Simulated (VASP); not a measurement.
# Ru (P6_3/mmc) in VASP: a series of runs, part 2 of 2

VASP 6.6.1. Earlier steps stand in the parts before.

## (4) Single point, r2SCAN

This run uses another cell than the first one, of 13.03 Å³/atom, 0.960 times its volume.

POSCAR reads:

```
Ru
1.0
    2.6692306523      0.0000000000      0.0000000000
   -1.3346153261      2.3116215535      0.0000000000
    0.0000000000      0.0000000000      4.2240293924
Ru
2
Direct
    0.6666666667      0.3333333333      0.7500000000
    0.3333333333      0.6666666667      0.2500000000
```

INCAR.step1 reads:

```
SYSTEM = Ru
  PREC = Accurate
  ENCUT = 520
  ISMEAR = -1
  SIGMA = 0.05
  LREAL = .FALSE.
  LASPH = .TRUE.
  NELM = 100
  NBANDS = 21
  GGA = PE
  ALGO = Normal
  EDIFF = 1E-4
  LWAVE = .TRUE.
  LCHARG = .FALSE.
```

INCAR.step2 reads:

```
SYSTEM = Ru
  PREC = Accurate
  ENCUT = 520
  EDIFF = 1E-6
  ISMEAR = -1
  SIGMA = 0.05
  LREAL = .FALSE.
  LASPH = .TRUE.
  NELM = 100
  ALGO = Normal
  ISIF = 2
  LWAVE = .FALSE.
  LCHARG = .FALSE.
  METAGGA = R2SCAN
  LMIXTAU = .TRUE.
  NBANDS = 21
  ISTART = 1
```

KPOINTS reads:

```
Automatic mesh
0
G
  11 11 6
  0 0 0
```

Potentials or basis: VASP PAW PBE potentials, release 64 (Ru_pv).

The run is started by

```console
$ cat potpaw_PBE.64/Ru_pv/POTCAR > POTCAR
$ cp INCAR.step1 INCAR
$ mpirun -np 1 vasp_std > vasp.out
$ cp INCAR.step2 INCAR
$ mpirun -np 1 vasp_std > vasp.out
```

OUTCAR:

```text
SYSTEM = Ru
   PREC = Accurate
   ENCUT = 520
   EDIFF = 1E-6
   ISMEAR = -1
   LREAL = .FALSE.
   LASPH = .TRUE.
   NELM = 100
   ISIF = 2
   METAGGA = R2SCAN
   ISTART = 1

 ion  position               nearest neighbor table
   1  0.667  0.333  0.750-   2 2.61   2 2.61   2 2.61   2 2.61   2 2.61   2 2.61
   2  0.333  0.667  0.250-   1 2.61   1 2.61   1 2.61   1 2.61   1 2.61   1 2.61

  LATTYP: Found a hexagonal cell.
 ALAT       =     2.6692306523
 C/A-ratio  =     1.5824894671

  Lattice vectors:

[... 190 lines left out ...]
      2     -30.6162      2.00000
      3     -30.6162      2.00000
      4     -30.4090      2.00000
      5     -30.4090      2.00000
      6     -30.3568      2.00000
[... 565 lines left out ...]
     20      21.9216      0.00000
     21      26.2507      0.00000

 [... further k-points ...]
[... 5 lines left out ...]
  --------------------------------------------------------------------------------------
  -------------------------------------------------------------------------------------
  Total        2.3659024      2.3659024      2.3869496      0.0000000     -0.0000000      0.0000000
  in kB      145.4379140    145.4379140    146.7317365      0.0000000     -0.0000000      0.0000000
  external PRESSURE =     145.8691882 kB  Pullay stress =       0.0000000 kB

 VOLUME and BASIS-vectors are now :
 -----------------------------------------------------------------------------
  energy-cutoff  :      520.00
  volume of cell :       26.06
      direct lattice vectors                 reciprocal lattice vectors
     2.669230652  0.000000000  0.000000000     0.374639786  0.216298381  0.000000000
    -1.334615326  2.311621554  0.000000000     0.000000000  0.432596762  0.000000000
     0.000000000  0.000000000  4.224029392     0.000000000  0.000000000  0.236740777

 POSITION                                       TOTAL-FORCE (eV/Angst)
 -----------------------------------------------------------------------------------
      1.33462      0.77054      3.16802        -0.000000      0.000000      0.000000
     -0.00000      1.54108      1.05601         0.000000     -0.000000      0.000000
 -----------------------------------------------------------------------------------
    total drift:                               -0.000000      0.000000     -0.000000

  FREE ENERGIE OF THE ION-ELECTRON SYSTEM (eV)
  ---------------------------------------------------
  free  energy   TOTEN  =       -50.8061384572 eV

  energy  without entropy=      -50.7910646288  energy(sigma->0) =      -50.79860154
```

OUTCAR.step1:

```text
SYSTEM = Ru
   PREC = Accurate
   ENCUT = 520
   ISMEAR = -1
   LREAL = .FALSE.
   LASPH = .TRUE.
[... 800 lines left out ...]
      1.33462      0.77054      3.16802         0.000000      0.000000      0.000000
     -0.00000      1.54108      1.05601        -0.000000     -0.000000      0.000000
 -----------------------------------------------------------------------------------
    total drift:                               -0.000000      0.000000     -0.000000

  FREE ENERGIE OF THE ION-ELECTRON SYSTEM (eV)
  ---------------------------------------------------
  free  energy   TOTEN  =       -18.3794964288 eV

  energy  without entropy=      -18.3636907072  energy(sigma->0) =      -18.37159357
```

OSZICAR.step1:

```text
N       E                     dE             d eps       ncg     rms          rms(c)
DAV:   1     0.287028031987E+03    0.28703E+03   -0.17599E+04  2696   0.150E+03
DAV:   2    -0.139498988735E+02   -0.30098E+03   -0.29179E+03  2738   0.447E+02
DAV:   3    -0.196338195437E+02   -0.56839E+01   -0.56559E+01  3193   0.690E+01
DAV:   4    -0.196750159304E+02   -0.41196E-01   -0.41161E-01  3253   0.574E+00
DAV:   5    -0.196755314529E+02   -0.51552E-03   -0.51035E-03  3096   0.549E-01    0.196E+01
DAV:   6    -0.184739589167E+02    0.12016E+01   -0.25881E+00  3043   0.159E+01    0.584E+00
DAV:   7    -0.183878303258E+02    0.86129E-01   -0.50388E-01  3083   0.536E+00    0.113E+00
DAV:   8    -0.183801343531E+02    0.76960E-02   -0.18306E-02  2928   0.122E+00    0.468E-01
DAV:   9    -0.183794894048E+02    0.64495E-03   -0.10252E-03  3053   0.346E-01    0.353E-02
DAV:  10    -0.183794964288E+02   -0.70240E-05   -0.60844E-05  1739   0.826E-02
   1 F= -.18379496E+02 E0= -.18371594E+02  d E =-.158057E-01
```

Wall time 74 s (1 thread of Intel Xeon 6975P-C, shared host); peak memory 0.16 GiB.

What came out:

* Free energy: -50.8061 eV
* Pressure: 14.6 GPa
* Band gap on the k mesh: zero (band 14 reaches 15.16 eV, above the bottom of band 15 at 11.74 eV)

Stress tensor (GPa, compression positive):
```
14.54  0.00  0.00
 0.00 14.54  0.00
 0.00  0.00 14.67
```

Caveat: the PAW data sets were made with another functional, which shifts forces and pressure a little.

## (5) Single point, r2SCAN

This run uses another cell than the first one, of 13.30 Å³/atom, 0.980 times its volume.

POSCAR reads:

```
Ru
1.0
    2.6876397213      0.0000000000      0.0000000000
   -1.3438198606      2.3275642749      0.0000000000
    0.0000000000      0.0000000000      4.2531615502
Ru
2
Direct
    0.6666666667      0.3333333333      0.7500000000
    0.3333333333      0.6666666667      0.2500000000
```

INCAR.step1 reads:

```
ALGO = Normal ; EDIFF = 1E-4
ENCUT = 520 ; GGA = PE
ISMEAR = -1 ; LASPH = True
LCHARG = False ; LREAL = False
LWAVE = True ; NBANDS = 21
NELM = 60 ; PREC = Accurate
SIGMA = 0.05
```

INCAR.step2 reads:

```
ALGO = Normal ; EDIFF = 1E-6
ENCUT = 520 ; ISIF = 2
ISMEAR = -1 ; ISTART = 1
LASPH = True ; LCHARG = True
LELF = True ; LMIXTAU = True
LREAL = False ; LVHAR = True
LWAVE = False ; METAGGA = R2SCAN
NBANDS = 21 ; NELM = 60
PREC = Accurate ; SIGMA = 0.05
```

KPOINTS reads:

```
k-points
0
Gamma
  11 11 6
```

The run is started by

```console
$ cat potpaw_PBE.64/Ru_pv/POTCAR > POTCAR
$ cp INCAR.step1 INCAR
$ mpirun -np 1 vasp_std > vasp.out
$ cp INCAR.step2 INCAR
$ mpirun -np 1 vasp_std > vasp.out
```

Run time: 74 s. Hardware: 1 thread of Intel Xeon 6975P-C, shared host; peak memory 0.16 GiB.

It converged, with:

- Free energy: -50.8421 eV
- Pressure: 6.6 GPa
- Band gap on the k mesh: zero (band 14 reaches 14.71 eV, above the bottom of band 15 at 11.40 eV)

Stress tensor (GPa, compression positive):
```
6.72 0.00 0.00
0.00 6.72 0.00
0.00 0.00 6.34
```

Levels at points of the mesh, in eV from the Fermi level:
| k point | band 10 | band 11 | band 12 | band 13 | band 14 | band 15 | band 16 | band 17 | band 18 | band 19 |
| --- | --- | --- | --- | --- | --- | --- | --- | --- | --- | --- |
| (0.00, 0.00, 0.00) | -2.71 | -2.52 | -1.99 | -1.99 | -1.43 | -1.43 | 1.34 | 1.34 | 1.45 | 8.49 |
| (0.00, 0.00, 0.50) | -2.90 | -2.90 | -2.90 | -2.82 | -2.82 | 0.65 | 0.65 | 0.65 | 0.65 | 8.49 |

Caveat: the PAW data sets were made with another functional, which shifts forces and pressure a little.

## (6) Single point, r2SCAN

This run uses another cell than the first one, of 13.85 Å³/atom, 1.020 times its volume.

POSCAR reads:

```
Ru
1.0
    2.7237197275      0.0000000000      0.0000000000
   -1.3618598638      2.3588104769      0.0000000000
    0.0000000000      0.0000000000      4.3102577801
Ru
2
Direct
    0.6666666667      0.3333333333      0.7500000000
    0.3333333333      0.6666666667      0.2500000000
```

INCAR.step1 reads:

```
ALGO = Normal
EDIFF = 1E-4
ENCUT = 520
GGA = PE
ISMEAR = -1
LASPH = T
LCHARG = F
LREAL = F
LWAVE = T
NBANDS = 21
NELM = 100
PREC = Accurate
SIGMA = 0.05
```

INCAR.step2 reads:

```
ALGO = Normal
EDIFF = 1E-7
ENCUT = 520
ISIF = 2
ISMEAR = -1
ISTART = 1
LASPH = T
LCHARG = F
LMIXTAU = T
LREAL = F
LWAVE = F
METAGGA = R2SCAN
NBANDS = 21
NELM = 100
PREC = Accurate
SIGMA = 0.05
```

KPOINTS is that of step 5.

Potentials or basis: VASP PAW PBE potentials, release 64 (Ru_pv).

The run is started by

```console
$ cat potpaw_PBE.64/Ru_pv/POTCAR > POTCAR
$ cp INCAR.step1 INCAR
$ mpirun -np 1 vasp_std > vasp.out
$ cp INCAR.step2 INCAR
$ mpirun -np 1 vasp_std > vasp.out
```

It took 89 s on 1 thread of Intel Xeon 6975P-C, shared host; peak memory 0.16 GiB.

Results (log left out):

| Quantity | Value |
| --- | --- |
| Free energy | -50.8402 eV |
| Pressure | -6.9 GPa |
| Band gap on the k mesh | zero (band 14 reaches 13.87 eV, above the bottom of band 15 at 10.77 eV) |

Stress tensor (GPa, compression positive):
```
-6.45  0.00  0.00
 0.00 -6.45  0.00
 0.00  0.00 -7.67
```

Levels at points of the mesh, in eV from the Fermi level:
```tsv
k point	band 10	band 11	band 12	band 13	band 14	band 15	band 16	band 17	band 18	band 19
(0.00, 0.00, 0.00)	-2.55	-2.38	-1.87	-1.87	-1.35	-1.35	1.26	1.26	1.40	8.47
(0.00, 0.00, 0.50)	-2.72	-2.72	-2.72	-2.69	-2.69	0.61	0.61	0.61	0.61	8.47
```

Caveat: the PAW data sets were made with another functional, which shifts forces and pressure a little.

## (7) Summary

| level | cell | k mesh | smearing | gap on the mesh (eV) | pressure (GPa) |
| --- | --- | --- | --- | --- | --- |
| PBE | a = 2.706, b = 2.706, c = 4.282 Å, angles 90.0, 90.0, 120.0°, 2 atoms | 4 × 4 × 2 | fermi-dirac 0.04 eV | none | 0.7 |
| r2SCAN | a = 2.651, b = 2.651, c = 4.194 Å, angles 90.0, 90.0, 120.0°, 2 atoms | 11 × 11 × 6 | fermi-dirac 0.05 eV | none | 23.6 |
| r2SCAN | a = 2.669, b = 2.669, c = 4.224 Å, angles 90.0, 90.0, 120.0°, 2 atoms | 11 × 11 × 6 | fermi-dirac 0.05 eV | none | 14.6 |
| r2SCAN | a = 2.688, b = 2.688, c = 4.253 Å, angles 90.0, 90.0, 120.0°, 2 atoms | 11 × 11 × 6 | fermi-dirac 0.05 eV | none | 6.6 |
| r2SCAN | a = 2.724, b = 2.724, c = 4.310 Å, angles 90.0, 90.0, 120.0°, 2 atoms | 11 × 11 × 6 | fermi-dirac 0.05 eV | none | -6.9 |

Alike in all rows: task single point; potentials or basis VASP PAW PBE potentials, release 64 (Ru_pv); no spin polarisation; cutoff (eV) 520.

Caveats: some runs use coarse meshes; the PAW data sets were made with another functional, which shifts forces and pressure a little (some runs).

Absolute energies hang on the potentials; compare differences alone.
